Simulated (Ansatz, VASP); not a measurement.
AlH5: VASP beside Ansatz

```
Al H
1.0
     3.44562    0.00000    0.00000
     0.00000    3.44562    0.00000
     0.00000    0.00000    3.44562
Al H
1 5
Cartesian
  1.7228 1.7228 1.7228
  0.7498 0.7498 0.7498
  2.6958 2.6958 0.7498
  2.6958 0.7498 2.6958
  0.7498 2.6958 2.6958
  0.0000 0.0000 0.0000
```

Alike in both runs: functional PBE; k mesh 12 × 12 × 12; occupations gaussian, width 0.1 eV; no spin polarisation.

Ansatz relaxed the structure, and its values are those at the end. VASP's run is a single point on that final structure, the one shown.

```csv
,VASP,Ansatz
version,VASP 6.6.1,Ansatz 0.2.0
potentials or method,"VASP PAW PBE potentials, release 64 (Al, H), cutoff 520 eV","scalar-relativistic, plane waves, PAW"
valence electrons in the cell,8,8
```

|  | VASP | Ansatz | Ansatz less VASP |
| --- | --- | --- | --- |
| gap on the k mesh at the Fermi level (eV) | none | none | - |
| pressure (GPa) | -0.3 | 0.0 | +0.25 |
| rms of the force components (eV/Å) | 0.005 | 0.001 | -0.0042 |

A gap of «none» marks a metal or a gap that the smearing closes. With one functional, cell and mesh, what is left measures potentials, basis and numerics.
